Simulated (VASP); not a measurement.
CdS:

```
Cd S
1.0
     0.00000    2.89189    2.93921
     2.89189    0.00000    2.93921
     2.89189    2.89189    0.00000
Cd S
1 1
Direct
  0.00000 0.00000 0.00000
  0.25000 0.25000 0.25000
```

This cell differs from its parent crystal: biaxial xy strain -1.6%.

Base run:

```yaml
Program: VASP 6.6.1
Functional: r2SCAN
Potentials_or_basis: VASP PAW PBE potentials, release 64 (Cd, S)
Cutoff: 520 eV
k_mesh: 8 × 8 × 8
Occupations: gaussian, width 0.01 eV
Spin: no spin polarisation
```

Its results: band gap on the k mesh 1.60 eV; pressure 2.4 GPa.

**Question.** The run is repeated on the same cell with these changes: functional from r2SCAN to PBE; occupations from gaussian, width 0.01 eV to fermi-dirac, width 0.02 eV. What comes out?

**Answer.** Band gap on the k mesh 1.15 eV; pressure 3.8 GPa.

Caveats: the PAW data sets were made with another functional, which shifts forces and pressure a little (at least some runs); the cell stands under pressure (at least some runs).

